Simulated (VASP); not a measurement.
# Sm (Im-3m) in VASP: a series of runs

Sm is run at these levels: PBE; tasks: single point.

All numbers are computed with VASP 6.6.1; they aren't measurements. Logs are shortened: lines on timing, memory, paths and dates and some standing lists are left out, and cuts for length are marked.

## 1. The cell of the first run

Symmetry: Im-3m, No. 229, cubic system. The conventional cell has a = 4.046 Å, b = 4.046 Å, c = 4.046 Å, α = 90.00°, β = 90.00°, γ = 90.00°. Sm (site symmetry m-3m) has 14 Sm at 3.50 to 4.05 Å within 4.6 Å.

## 2. Single point, PBE, collinear spin, ferromagnetic start

File INCAR:

```
SYSTEM = Sm
PREC = Accurate
ENCUT = 520
EDIFF = 1E-6
ISMEAR = 0
SIGMA = 0.05
LREAL = .FALSE.
LASPH = .TRUE.
NELM = 150
ALGO = Normal
ISIF = 2
LWAVE = .FALSE.
LCHARG = .TRUE.
ISPIN = 2
MAGMOM = 5
LORBIT = 11
LMAXMIX = 6
GGA = PE
LELF = .TRUE.
LVHAR = .TRUE.
NBANDS = 18
```

File KPOINTS:

```
regular mesh
0
G
  14 14 14
  0 0 0
```

File POSCAR:

```
Sm
1.0
   -2.0227879790      2.0227879790      2.0227879790
    2.0227879790     -2.0227879790      2.0227879790
    2.0227879790      2.0227879790     -2.0227879790
Sm
1
Direct
    0.0000000000      0.0000000000      0.0000000000
```

Potentials or basis: VASP PAW PBE potentials, release 64 (Sm).

Command:

```
> cat potpaw_PBE.64/Sm/POTCAR > POTCAR
> mpirun -np 1 vasp_std > vasp.out
```

OUTCAR:

```text
SYSTEM = Sm
   PREC = Accurate
   ENCUT = 520
   EDIFF = 1E-6
   ISMEAR = 0
   LREAL = .FALSE.
   LASPH = .TRUE.
   NELM = 150
   ISIF = 2
   ISPIN = 2
   LORBIT = 11
   GGA = PE

 ion  position               nearest neighbor table
   1  0.000  0.000  0.000-

  LATTYP: Found a body centered cubic cell.
 ALAT       =     4.0455759580

  Lattice vectors:

 A1 = (  -2.0227879790,   2.0227879790,   2.0227879790)
 A2 = (   2.0227879790,  -2.0227879790,   2.0227879790)
 A3 = (   2.0227879790,   2.0227879790,  -2.0227879790)

Analysis of symmetry for initial positions (statically):
=====================================================================
 Subroutine PRICEL returns:
 Original cell was already a primitive cell.

 Routine SETGRP: Setting up the symmetry group for a
 body centered cubic supercell.

 Subroutine GETGRP returns: Found 48 space group operations
 (whereof 48 operations were pure point group operations)
 out of a pool of 48 trial point group operations.

The static configuration has the point symmetry O_h .

Analysis of symmetry for dynamics (positions and initial velocities):
=====================================================================
 Subroutine PRICEL returns:
 Original cell was already a primitive cell.

 Routine SETGRP: Setting up the symmetry group for a
 body centered cubic supercell.

 Subroutine GETGRP returns: Found 48 space group operations
 (whereof 48 operations were pure point group operations)
 out of a pool of 48 trial point group operations.

The dynamic configuration has the point symmetry O_h .

Analysis of structural, dynamic, and magnetic symmetry:
=====================================================================
 Subroutine PRICEL returns:
 Original cell was already a primitive cell.

 Routine SETGRP: Setting up the symmetry group for a
 body centered cubic supercell.

 Subroutine GETGRP returns: Found 48 space group operations
 (whereof 48 operations were pure point group operations)
 out of a pool of 48 trial point group operations.

The overall configuration has the point symmetry O_h .

 Subroutine INISYM returns: Found 48 space group operations
 (whereof 48 operations are pure point group operations),
 and found     1 'primitive' translations

----------------------------------------------------------------------------------------

                                     Primitive cell

  volume of cell :      33.1063

  direct lattice vectors                    reciprocal lattice vectors
    -2.022787979  2.022787979  2.022787979     0.000000000  0.247183593  0.247183593
     2.022787979 -2.022787979  2.022787979     0.247183593  0.000000000  0.247183593
     2.022787979  2.022787979 -2.022787979     0.247183593  0.247183593  0.000000000

  length of vectors
     3.503571553  3.503571553  3.503571553     0.349570389  0.349570389  0.349570389

  position of ions in fractional coordinates (direct lattice)
     0.000000000  0.000000000  0.000000000

  ion indices of the primitive-cell ions
   primitive index   ion index
                 1           1

----------------------------------------------------------------------------------------

 KPOINTS: regular mesh

Automatic generation of k-mesh.
 Grid dimensions read from file:
 generate k-points for:   14   14   14

 Generating k-lattice:

  Cartesian coordinates                     Fractional coordinates (reciprocal lattice)
     0.000000000  0.017655971  0.017655971     0.071428571  0.000000000  0.000000000
     0.017655971  0.000000000  0.017655971     0.000000000  0.071428571  0.000000000
     0.017655971  0.017655971  0.000000000     0.000000000  0.000000000  0.071428571

  Length of vectors
     0.024969314  0.024969314  0.024969314

  Shift w.r.t. Gamma in fractional coordinates (k-lattice)
     0.000000000  0.000000000  0.000000000

 Subroutine IBZKPT returns following result:
 ===========================================

 Found    104 irreducible k-points:

 Following reciprocal coordinates:
            Coordinates               Weight
  0.000000  0.000000  0.000000      1.000000
  0.071429  0.000000  0.000000     12.000000
  0.142857  0.000000  0.000000     12.000000
  0.214286  0.000000  0.000000     12.000000
  0.285714  0.000000  0.000000     12.000000
  0.357143  0.000000  0.000000     12.000000
[... 16 lines left out ...]
  0.285714  0.285714  0.000000     24.000000
  0.357143  0.285714  0.000000     24.000000
 [... further k-points ...]
   k-points           NKPTS =    104   k-points in BZ     NKDIM =    104   number of bands    NBANDS=     18
   number of dos      NEDOS =    301   number of ions     NIONS =      1
   total plane-waves  NPLWV =  21952
   dimension x,y,z NGX =    28 NGY =   28 NGZ =   28
   dimension x,y,z NGXF=    56 NGYF=   56 NGZF=   56
   ions per type =               1
   NGX,Y,Z   is equivalent  to a cutoff of  13.29, 13.29, 13.29 a.u.
   NGXF,Y,Z  is equivalent  to a cutoff of  26.57, 26.57, 26.57 a.u.
 SYSTEM =  Sm
   PREC   = accura    normal or accurate (medium, high low for compatibility)
   ISTART =      0    job   : 0-new  1-cont  2-samecut
   ICHARG =      2    charge: 1-file 2-atom 10-const
   ISPIN  =      2    spin polarized calculation?
   LNONCOLLINEAR =      F non collinear calculations
   LSORBIT =      F    spin-orbit coupling
   LASPH  =      T    aspherical Exc in radial PAW
   ENCUT  =  520.0 eV  38.22 Ry    6.18 a.u.   6.51  6.51  6.51*2*pi/ulx,y,z
   NELM   =    150;   NELMIN=  2; NELMDL= -5     # of ELM steps
   EDIFF  = 0.1E-05   stopping-criterion for ELM
   LREAL  =      F    real-space projection
   EDIFFG = 0.1E-04   stopping-criterion for IOM
   NSW    =      0    number of steps for IOM
   IBRION =     -1    ionic relax: 0-MD 1-quasi-New 2-CG
   NFREE  =      0    steps in history (QN), initial steepest desc. (CG)
   ISIF   =      2    stress and relaxation
   ISYM   =      2    0-nonsym 1-usesym 2-fastsym
   POTIM  = 0.5000    time-step for ionic-motion
   TEBEG  =    0.0;   TEEND  =   0.0 temperature during run
   PSTRESS=    0.0 pullay stress
   NELECT =      16.0000    total number of electrons
   NUPDOWN=      -1.0000    fix difference up-down
   EMIN   =  10.00;   EMAX   =-10.00  energy-range for DOS
   EFERMI =   0.00;   METHOD = LEGACY
   ISMEAR =     0;   SIGMA  =   0.05  broadening in eV -4-tet -1-fermi 0-gaus
   EFERMI_NEDOS =   21; number of points for ismear=-14 and -15
   IALGO  =     38    algorithm
   IMIX   =      4    mixing-type and parameters
     AMIX     =   0.40;   BMIX     =  1.00
     AMIX_MAG =   1.60;   BMIX_MAG =  1.00
  volume/ion in A,a.u.               =      33.11       223.41
  Fermi-wavevector in a.u.,A,eV,Ry     =   1.284728  2.427784 22.456764  1.650526
  Thomas-Fermi vector in A             =   2.416904
   LORBIT       =     11    0 simple, 1 ext, 2 COOP (PROOUT), +10 PAW based schemes
   GGA     = PE    functional components
   LHFCALC =     F    Hartree Fock is set to
   AEXX    =    0.0000 exact exchange contribution
   IVDW    =     0    specifies the selected vdW correction
   LEPSILON=     F    determine dielectric tensor
   LRPA    =     F    only Hartree local field effects (RPA)
 spin polarized calculation
 Gauss-broadening in eV      SIGMA  =   0.05
  energy-cutoff  :      520.00
  volume of cell :       33.11
 maximum number of plane-waves:       935
 NGX is ok and might be reduce to    28
   NGX = 13   NGY = 13   NGZ = 13

 number of electron      16.0000001 magnetization       6.3872668

 Free energy of the ion-electron system (eV)
  ---------------------------------------------------
  ext. energy  EPLUGINS =         0.00000000
  ---------------------------------------------------
  free energy    TOTEN  =        -9.23118134 eV

  energy without entropy =       -9.21934930  energy(sigma->0) =       -9.22526532

 E-fermi :   3.1852     XC(G=0):  -9.8904

 val. band max:        3.1850864237   @ k =   0.4286   0.0714   0.0714
 cond. band min:       3.1860564811   @ k =   0.4286   0.0714  -0.0000
 fundamental gap:      0.0009700574
 Fermi energy:         3.1851538509

 spin component 1

 k-point     1 :       0.0000    0.0000    0.0000
  band No.  band energies     occupation
      1     -36.8308      1.00000
      2     -15.9284      1.00000
      3     -15.9284      1.00000
      4     -15.9284      1.00000
      5      -1.3087      1.00000
      6       2.9233      1.00000
[... 10 lines left out ...]
     17       7.3387      0.00000
     18      13.8432      0.00000

 k-point     2 :       0.0714    0.0000    0.0000
  band No.  band energies     occupation
      1     -36.8250      1.00000
      2     -15.9860      1.00000
      3     -15.9452      1.00000
      4     -15.9290      1.00000
      5      -1.1479      1.00000
      6       2.8999      1.00000
[... 10 lines left out ...]
     17       7.3495      0.00000
     18      14.0073      0.00000
[... 442 lines left out ...]
 k-point    24 :       0.3571    0.2857    0.0000
  band No.  band energies     occupation
      1     -36.6975      1.00000
      2     -16.7319      1.00000
      3     -16.5716      1.00000
      4     -16.0597      1.00000
      5       2.2357      1.00000
      6       2.6444      1.00000
[... 10 lines left out ...]
     17      10.8128      0.00000
     18      12.4314      0.00000

 [... further k-points ...]

 spin component 2

 k-point     1 :       0.0000    0.0000    0.0000
  band No.  band energies     occupation
      1     -34.1730      1.00000
      2     -13.8674      1.00000
      3     -13.8674      1.00000
      4     -13.8674      1.00000
      5      -0.1789      1.00000
      6       6.2294      0.00000
[... 10 lines left out ...]
     17       8.5115      0.00000
     18      15.1781      0.00000

 k-point     2 :       0.0714    0.0000    0.0000
  band No.  band energies     occupation
      1     -34.1660      1.00000
      2     -13.9343      1.00000
      3     -13.8865      1.00000
      4     -13.8682      1.00000
      5      -0.0109      1.00000
      6       5.9685      0.00000
[... 10 lines left out ...]
     17       8.5560      0.00000
     18      15.3261      0.00000
[... 442 lines left out ...]
 k-point    24 :       0.3571    0.2857    0.0000
  band No.  band energies     occupation
      1     -34.0137      1.00000
      2     -14.7877      1.00000
      3     -14.6046      1.00000
      4     -14.0183      1.00000
      5       3.4951      0.00000
      6       4.4023      0.00000
[... 10 lines left out ...]
     17      12.2932      0.00000
     18      13.8340      0.00000

 [... further k-points ...]
[... 5 lines left out ...]
  --------------------------------------------------------------------------------------
  -------------------------------------------------------------------------------------
  Total        0.6453896      0.6453896      0.6453896      0.0000000     -0.0000000     -0.0000000
  in kB       31.2335603     31.2335603     31.2335603      0.0000000     -0.0000000     -0.0000000
  external PRESSURE =      31.2335603 kB  Pullay stress =       0.0000000 kB

 VOLUME and BASIS-vectors are now :
 -----------------------------------------------------------------------------
  energy-cutoff  :      520.00
  volume of cell :       33.11
      direct lattice vectors                 reciprocal lattice vectors
    -2.022787979  2.022787979  2.022787979     0.000000000  0.247183593  0.247183593
     2.022787979 -2.022787979  2.022787979     0.247183593  0.000000000  0.247183593
     2.022787979  2.022787979 -2.022787979     0.247183593  0.247183593  0.000000000

 POSITION                                       TOTAL-FORCE (eV/Angst)
 -----------------------------------------------------------------------------------
      0.00000      0.00000      0.00000         0.000000     -0.000000      0.000000
 -----------------------------------------------------------------------------------
    total drift:                               -0.000000     -0.000000      0.000000

  FREE ENERGIE OF THE ION-ELECTRON SYSTEM (eV)
  ---------------------------------------------------
  free  energy   TOTEN  =        -9.2311813353 eV

  energy  without entropy=       -9.2193493028  energy(sigma->0) =       -9.22526532

 total charge

# of ion       s       p       d       f       tot
--------------------------------------------------
    1        2.083   5.609   0.470   5.510  13.671

 magnetization (x)

# of ion       s       p       d       f       tot
--------------------------------------------------
    1       -0.004  -0.061   0.214   5.502   5.651
```

Run time: 2.5 min. Hardware: 1 thread of Intel Xeon Platinum 8375C at 2.90GHz (Ice Lake), shared host; peak memory 0.26 GiB.

Results:

| Property | Result |
| --- | --- |
| Free energy | -9.2312 eV |
| Pressure | 3.1 GPa |
| Net moment | 6.39 μB per cell |
| Site moments | Sm +5.65 μB |
| Valence electrons inside the program's atomic spheres | Sm 13.67 |

Levels at points of the mesh, in eV from the Fermi level:
Spin up:
| k point | band 8 | band 9 | band 10 | band 11 | band 12 | band 13 | band 14 | band 15 |
| --- | --- | --- | --- | --- | --- | --- | --- | --- |
| (0.00, 0.00, 0.00) | -0.26 | -0.26 | -0.20 | -0.20 | -0.20 | 1.89 | 1.89 | 1.89 |
| (0.50, 0.00, 0.00) | -0.41 | -0.20 | -0.06 | 0.00 | 0.03 | 0.09 | 2.01 | 4.20 |
| (0.50, 0.50, 0.50) | -0.40 | -0.40 | -0.40 | 0.12 | 0.12 | 0.12 | 6.56 | 6.56 |
Spin down:
```tsv
k point	band 2	band 3	band 4	band 5	band 6	band 7	band 8	band 9
(0.00, 0.00, 0.00)	-17.05	-17.05	-17.05	-3.36	3.04	3.04	3.04	3.17
(0.50, 0.00, 0.00)	-18.25	-17.42	-17.07	-1.03	1.18	2.75	3.21	3.69
(0.50, 0.50, 0.50)	-17.86	-17.86	-17.86	-0.81	-0.81	3.59	3.66	3.66
```

Caveat: the magnetic or orbital state may not be the lowest; spin-orbit coupling is left out, which moves the levels of the heavy elements. The state reached can hang on the start; a lower one may exist.

## 3. Single point, PBE, collinear spin, ferromagnetic start

This run uses another cell than the first one, of 39.27 Å³/atom, 1.186 times its volume.

File INCAR:

```
ALGO = Fast
EDIFF = 1E-6
ENCUT = 520
GGA = PE
ISIF = 2
ISMEAR = 0
ISPIN = 2
LASPH = T
LCHARG = F
LMAXMIX = 6
LORBIT = 11
LREAL = F
LWAVE = F
MAGMOM = 6.69
NBANDS = 18
NELM = 150
PREC = Accurate
SIGMA = 0.05
```

File KPOINTS:

```
k-points
0
Gamma
  14 14 14
```

File POSCAR:

```
Sm
1.0
   -2.1411984983      2.1411984983      2.1411984983
    2.1411984983     -2.1411984983      2.1411984983
    2.1411984983      2.1411984983     -2.1411984983
Sm
1
Direct
    0.0000000000      0.0000000000      0.0000000000
```

Potentials or basis: VASP PAW PBE potentials, release 64 (Sm).

Command:

```
> cat potpaw_PBE.64/Sm/POTCAR > POTCAR
> mpirun -np 1 vasp_std > vasp.out
```

It took 4.9 min on 1 thread of Intel Xeon Platinum 8375C at 2.90GHz (Ice Lake), shared host; peak memory 0.28 GiB.

It converged, with:

| Property | Result |
| --- | --- |
| Free energy | -9.2857 eV |
| Pressure | -0.3 GPa |
| Net moment | 6.50 μB per cell |
| Site moments | Sm +5.68 μB |
| Valence electrons inside the program's atomic spheres | Sm 13.62 |

Levels at points of the mesh, in eV from the Fermi level:
Spin up:
| k point | band 9 | band 10 | band 11 | band 12 | band 13 | band 14 | band 15 | band 16 |
| --- | --- | --- | --- | --- | --- | --- | --- | --- |
| (0.00, 0.00, 0.00) | -0.22 | -0.19 | -0.19 | -0.19 | 1.78 | 1.79 | 1.80 | 3.65 |
| (0.50, 0.00, 0.00) | -0.22 | -0.05 | -0.04 | 0.02 | 0.25 | 1.22 | 3.86 | 4.36 |
| (0.50, 0.50, 0.50) | -0.38 | -0.38 | 0.09 | 0.09 | 0.09 | 5.60 | 5.61 | 5.61 |
Spin down:
| k point | band 3 | band 4 | band 5 | band 6 | band 7 | band 8 |
| --- | --- | --- | --- | --- | --- | --- |
| (0.00, 0.00, 0.00) | -17.37 | -17.37 | -3.31 | 2.83 | 2.83 | 2.83 |
| (0.50, 0.00, 0.00) | -17.60 | -17.38 | -0.84 | 1.27 | 2.15 | 3.32 |
| (0.50, 0.50, 0.50) | -17.88 | -17.88 | -0.37 | -0.37 | 3.66 | 3.66 |

Caveat: the magnetic or orbital state may not be the lowest; spin-orbit coupling is left out, which moves the levels of the heavy elements. The state reached can hang on the start; a lower one may exist.
